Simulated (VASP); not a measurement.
# NbVTe3 (P6/mmm) in VASP: single point with PBE

Aim: the single point of NbVTe3 with PBE.

All numbers are computed with VASP 6.6.1; they aren't measurements. Logs are shortened: lines on timing, memory, paths and dates and some standing lists are left out, and cuts for length are marked.

### 1 The cell of the first run

The structure is hexagonal, space group P6/mmm (No. 191). Conventional cell: a = 6.156 Å, b = 6.156 Å, c = 4.479 Å, α = 90.00°, β = 90.00°, γ = 120.00°. Within 3.0 Å of Nb (site symmetry 6/mmm) lie 2 V at 2.24 Å. Within 3.1 Å of V (site symmetry 6/mmm) lie 2 Nb at 2.24 Å and 6 Te at 3.08 Å. Te (site symmetry mmm) has 4 Te at 3.08 Å and 2 V at 3.08 Å and 4 Nb at 3.81 Å within 4.1 Å.

The cell was built from a structure type or drawn by symmetry, and may not be a known phase.

### 2 Single point, PBE, collinear spin, ferrimagnetic start

The input, INCAR:

```
  PREC = Accurate
  ENCUT = 520
  EDIFF = 1E-6
  ISMEAR = 0
  SIGMA = 0.1
  LREAL = False
  LASPH = True
  NELM = 150
  ALGO = Normal
  ISIF = 2
  LWAVE = False
  LCHARG = False
  ISPIN = 2
  MAGMOM = -0.31 0.84 0 0 0
  LORBIT = 11
  LMAXMIX = 4
  GGA = PE
  NBANDS = 34
```

The input, KPOINTS:

```
regular mesh
0
Gamma
  6 6 8
```

The input, POSCAR:

```
NbVTe3
1.0
    6.1560182595      0.0000000000      0.0000000000
   -3.0780091297      5.3312681989      0.0000000000
    0.0000000000      0.0000000000      4.4789774408
Nb V Te
1 1 3
Direct
    0.0000000000      0.0000000000      0.0000000000
    0.0000000000      0.0000000000      0.5000000000
    0.5000000000      0.0000000000      0.5000000000
    0.0000000000      0.5000000000      0.5000000000
    0.5000000000      0.5000000000      0.5000000000
```

Potentials or basis: VASP PAW PBE potentials, release 64 (Nb_sv, V_sv, Te).

Launch:

```
$ cat potpaw_PBE.64/Nb_sv/POTCAR potpaw_PBE.64/V_sv/POTCAR potpaw_PBE.64/Te/POTCAR > POTCAR
$ mpirun -np 1 vasp_std > vasp.out
```

OUTCAR:

```text
PREC = Accurate
   ENCUT = 520
   EDIFF = 1E-6
   ISMEAR = 0
   LREAL = False
   LASPH = True
   NELM = 150
   ISIF = 2
   ISPIN = 2
   LORBIT = 11
   GGA = PE

 ion  position               nearest neighbor table
   1  0.000  0.000  0.000-   2 2.24   2 2.24
   2  0.000  0.000  0.500-   1 2.24   1 2.24   4 3.08   4 3.08   3 3.08   3 3.08   5 3.08   5 3.08

   3  0.500  0.000  0.500-   5 3.08   5 3.08   2 3.08   2 3.08   4 3.08   4 3.08
   4  0.000  0.500  0.500-   2 3.08   2 3.08   5 3.08   5 3.08   3 3.08   3 3.08
   5  0.500  0.500  0.500-   3 3.08   3 3.08   4 3.08   4 3.08   2 3.08   2 3.08

  LATTYP: Found a hexagonal cell.
 ALAT       =     6.1560182595
 C/A-ratio  =     0.7275770233

  Lattice vectors:

 A1 = (   6.1560182595,   0.0000000000,   0.0000000000)
 A2 = (  -3.0780091297,   5.3312681989,   0.0000000000)
 A3 = (   0.0000000000,   0.0000000000,   4.4789774408)

Analysis of symmetry for initial positions (statically):
=====================================================================
 Subroutine PRICEL returns:
 Original cell was already a primitive cell.

 Routine SETGRP: Setting up the symmetry group for a
 hexagonal supercell.

 Subroutine GETGRP returns: Found 24 space group operations
 (whereof 24 operations were pure point group operations)
 out of a pool of 24 trial point group operations.

The static configuration has the point symmetry D_6h.

Analysis of symmetry for dynamics (positions and initial velocities):
=====================================================================
 Subroutine PRICEL returns:
 Original cell was already a primitive cell.

 Routine SETGRP: Setting up the symmetry group for a
 hexagonal supercell.

 Subroutine GETGRP returns: Found 24 space group operations
 (whereof 24 operations were pure point group operations)
 out of a pool of 24 trial point group operations.

The dynamic configuration has the point symmetry D_6h.

Analysis of structural, dynamic, and magnetic symmetry:
=====================================================================
 Subroutine PRICEL returns:
 Original cell was already a primitive cell.

 Routine SETGRP: Setting up the symmetry group for a
 hexagonal supercell.

 Subroutine GETGRP returns: Found 24 space group operations
 (whereof 24 operations were pure point group operations)
 out of a pool of 24 trial point group operations.

The overall configuration has the point symmetry D_6h.

 Subroutine INISYM returns: Found 24 space group operations
 (whereof 24 operations are pure point group operations),
 and found     1 'primitive' translations

----------------------------------------------------------------------------------------

                                     Primitive cell

  volume of cell :     146.9973

  direct lattice vectors                    reciprocal lattice vectors
     6.156018259  0.000000000  0.000000000     0.162442663  0.093786315  0.000000000
    -3.078009130  5.331268199  0.000000000     0.000000000  0.187572631  0.000000000
     0.000000000  0.000000000  4.478977441     0.000000000  0.000000000  0.223265246

  length of vectors
     6.156018259  6.156018259  4.478977441     0.187572631  0.187572631  0.223265246

  position of ions in fractional coordinates (direct lattice)
     0.000000000  0.000000000  0.000000000
     0.000000000  0.000000000  0.500000000
     0.500000000  0.000000000  0.500000000
     1.000000000  0.500000000  0.500000000
     0.500000000  0.500000000  0.500000000

  ion indices of the primitive-cell ions
   primitive index   ion index
                 1           1
                 2           2
                 3           3
                 4           4
                 5           5

----------------------------------------------------------------------------------------

 KPOINTS: regular mesh

Automatic generation of k-mesh.
 Grid dimensions read from file:
 generate k-points for:    6    6    8

 Generating k-lattice:

  Cartesian coordinates                     Fractional coordinates (reciprocal lattice)
     0.027073777  0.015631053  0.000000000     0.166666667 -0.000000000  0.000000000
     0.000000000  0.031262105  0.000000000     0.000000000  0.166666667  0.000000000
     0.000000000  0.000000000  0.027908156     0.000000000  0.000000000  0.125000000

  Length of vectors
     0.031262105  0.031262105  0.027908156

  Shift w.r.t. Gamma in fractional coordinates (k-lattice)
     0.000000000  0.000000000  0.000000000

 Subroutine IBZKPT returns following result:
 ===========================================

 Found     35 irreducible k-points:

 Following reciprocal coordinates:
            Coordinates               Weight
  0.000000  0.000000  0.000000      1.000000
  0.166667 -0.000000  0.000000      6.000000
  0.333333 -0.000000  0.000000      6.000000
  0.500000 -0.000000  0.000000      3.000000
  0.166667  0.166667  0.000000      6.000000
  0.333333  0.166667  0.000000     12.000000
[... 16 lines left out ...]
  0.166667 -0.000000  0.375000     12.000000
  0.333333 -0.000000  0.375000     12.000000
 [... further k-points ...]
   k-points           NKPTS =     35   k-points in BZ     NKDIM =     35   number of bands    NBANDS=     34
   number of dos      NEDOS =    301   number of ions     NIONS =      5
   total plane-waves  NPLWV =  82944
   dimension x,y,z NGX =    48 NGY =   48 NGZ =   36
   dimension x,y,z NGXF=    96 NGYF=   96 NGZF=   72
   ions per type =               1   1   3
   NGX,Y,Z   is equivalent  to a cutoff of  12.96, 12.96, 13.36 a.u.
   NGXF,Y,Z  is equivalent  to a cutoff of  25.93, 25.93, 26.72 a.u.
 SYSTEM =  unknown system
   PREC   = accura    normal or accurate (medium, high low for compatibility)
   ISTART =      0    job   : 0-new  1-cont  2-samecut
   ICHARG =      2    charge: 1-file 2-atom 10-const
   ISPIN  =      2    spin polarized calculation?
   LNONCOLLINEAR =      F non collinear calculations
   LSORBIT =      F    spin-orbit coupling
   LASPH  =      T    aspherical Exc in radial PAW
   ENCUT  =  520.0 eV  38.22 Ry    6.18 a.u.  11.45 11.45  8.33*2*pi/ulx,y,z
   NELM   =    150;   NELMIN=  2; NELMDL= -5     # of ELM steps
   EDIFF  = 0.1E-05   stopping-criterion for ELM
   LREAL  =      F    real-space projection
   EDIFFG = 0.1E-04   stopping-criterion for IOM
   NSW    =      0    number of steps for IOM
   IBRION =     -1    ionic relax: 0-MD 1-quasi-New 2-CG
   NFREE  =      0    steps in history (QN), initial steepest desc. (CG)
   ISIF   =      2    stress and relaxation
   ISYM   =      2    0-nonsym 1-usesym 2-fastsym
   POTIM  = 0.5000    time-step for ionic-motion
   TEBEG  =    0.0;   TEEND  =   0.0 temperature during run
   PSTRESS=    0.0 pullay stress
   NELECT =      44.0000    total number of electrons
   NUPDOWN=      -1.0000    fix difference up-down
   EMIN   =  10.00;   EMAX   =-10.00  energy-range for DOS
   EFERMI =   0.00;   METHOD = LEGACY
   ISMEAR =     0;   SIGMA  =   0.10  broadening in eV -4-tet -1-fermi 0-gaus
   EFERMI_NEDOS =   21; number of points for ismear=-14 and -15
   IALGO  =     38    algorithm
   IMIX   =      4    mixing-type and parameters
     AMIX     =   0.40;   BMIX     =  1.00
     AMIX_MAG =   1.60;   BMIX_MAG =  1.00
  volume/ion in A,a.u.               =      29.40       198.40
  Fermi-wavevector in a.u.,A,eV,Ry     =   1.095105  2.069449 16.316869  1.199256
  Thomas-Fermi vector in A             =   2.231423
   LORBIT       =     11    0 simple, 1 ext, 2 COOP (PROOUT), +10 PAW based schemes
   GGA     = PE    functional components
   LHFCALC =     F    Hartree Fock is set to
   AEXX    =    0.0000 exact exchange contribution
   IVDW    =     0    specifies the selected vdW correction
   LEPSILON=     F    determine dielectric tensor
   LRPA    =     F    only Hartree local field effects (RPA)
 spin polarized calculation
 Gauss-broadening in eV      SIGMA  =   0.10
  energy-cutoff  :      520.00
  volume of cell :      147.00
 maximum number of plane-waves:      4013
 NGX is ok and might be reduce to    48
   NGX = 23   NGY = 23   NGZ = 17

 number of electron      43.9999999 magnetization       0.0425947

 number of electron      43.9999999 magnetization      -0.0477184

 Free energy of the ion-electron system (eV)
  ---------------------------------------------------
  ext. energy  EPLUGINS =         0.00000000
  ---------------------------------------------------
  free energy    TOTEN  =       -23.84908610 eV

  energy without entropy =      -23.81673418  energy(sigma->0) =      -23.83291014

 E-fermi :   6.3336     XC(G=0):  -9.4385

 val. band max:        6.3299738464   @ k =   0.3333   0.1667   0.3750
 cond. band min:       6.3429079855   @ k =   0.1667   0.1667   0.0000
 fundamental gap:      0.0129341391
 Fermi energy:         6.3336080623

 spin component 1

 k-point     1 :       0.0000    0.0000    0.0000
  band No.  band energies     occupation
      1     -57.8378      1.00000
      2     -48.7709      1.00000
      3     -31.9980      1.00000
      4     -31.8168      1.00000
      5     -31.8168      1.00000
      6     -24.9333      1.00000
[... 877 lines left out ...]
     33      11.1936      0.00000
     34      11.2771      0.00000

 [... further k-points ...]

 spin component 2

 k-point     1 :       0.0000    0.0000    0.0000
  band No.  band energies     occupation
      1     -57.4975      1.00000
      2     -49.0100      1.00000
      3     -31.7238      1.00000
      4     -31.4616      1.00000
      5     -31.4616      1.00000
      6     -25.2572      1.00000
[... 877 lines left out ...]
     33      11.1703      0.00000
     34      11.2018      0.00000

 [... further k-points ...]

------------------------ aborting loop because EDIFF is reached ----------------------------------------

  FORCE on cell =-STRESS in cart. coord.  units (eV):
  Direction    XX          YY          ZZ          XY          YZ          ZX
  --------------------------------------------------------------------------------------
  -------------------------------------------------------------------------------------
  Total       -0.0741270     -0.0741270      0.5117895     -0.0000000      0.0000000      0.0000000
  in kB       -0.8079371     -0.8079371      5.5781811     -0.0000000      0.0000000      0.0000000
  external PRESSURE =       1.3207690 kB  Pullay stress =       0.0000000 kB

 VOLUME and BASIS-vectors are now :
 -----------------------------------------------------------------------------
  energy-cutoff  :      520.00
  volume of cell :      147.00
      direct lattice vectors                 reciprocal lattice vectors
     6.156018259  0.000000000  0.000000000     0.162442663  0.093786315  0.000000000
    -3.078009130  5.331268199  0.000000000     0.000000000  0.187572631  0.000000000
     0.000000000  0.000000000  4.478977441     0.000000000  0.000000000  0.223265246

 POSITION                                       TOTAL-FORCE (eV/Angst)
 -----------------------------------------------------------------------------------
      0.00000      0.00000      0.00000         0.000000      0.000000      0.000000
      0.00000      0.00000      2.23949         0.000000      0.000000      0.000000
      3.07801      0.00000      2.23949        -0.000000      0.000000      0.000000
     -1.53900      2.66563      2.23949        -0.000000      0.000000      0.000000
      1.53900      2.66563      2.23949        -0.000000      0.000000      0.000000
 -----------------------------------------------------------------------------------
    total drift:                                0.000000      0.000000     -0.000000

  FREE ENERGIE OF THE ION-ELECTRON SYSTEM (eV)
  ---------------------------------------------------
  free  energy   TOTEN  =       -23.8490861036 eV

  energy  without entropy=      -23.8167341781  energy(sigma->0) =      -23.83291014

 total charge

# of ion       s       p       d       tot
------------------------------------------
    1        2.143   5.911   2.815  10.869
    2        2.265   6.126   3.409  11.801
    3        1.431   1.822   0.054   3.307
    4        1.431   1.822   0.054   3.307
    5        1.431   1.822   0.054   3.307
--------------------------------------------------
tot          8.702  17.503   6.388  32.592

 magnetization (x)

# of ion       s       p       d       tot
------------------------------------------
    1       -0.008  -0.001  -0.347  -0.355
    2        0.006  -0.001   0.345   0.350
    3        0.000   0.015   0.000   0.016
    4        0.000   0.015   0.000   0.016
    5        0.000   0.015   0.000   0.016
--------------------------------------------------
tot         -0.001   0.044  -0.002   0.041
```

Wall time 16 min (1 thread of Intel Xeon 8259CL, shared host); peak memory 0.54 GiB.

What came out:

```yaml
Free_energy: -23.8491 eV
Pressure: 0.1 GPa
Net_moment: -0.05 μB per cell
Site_moments: Nb -0.35; V +0.35; Te +0.02 μB
Valence_electrons_inside_the_program's_atomic_spheres: Nb 10.87; V 11.80; Te 3.31
```

Stress tensor (GPa, compression positive):
```
-0.08  0.00  0.00
 0.00 -0.08  0.00
 0.00  0.00  0.56
```

Caveat: spin-orbit coupling is left out, which moves the levels of the heavy elements.
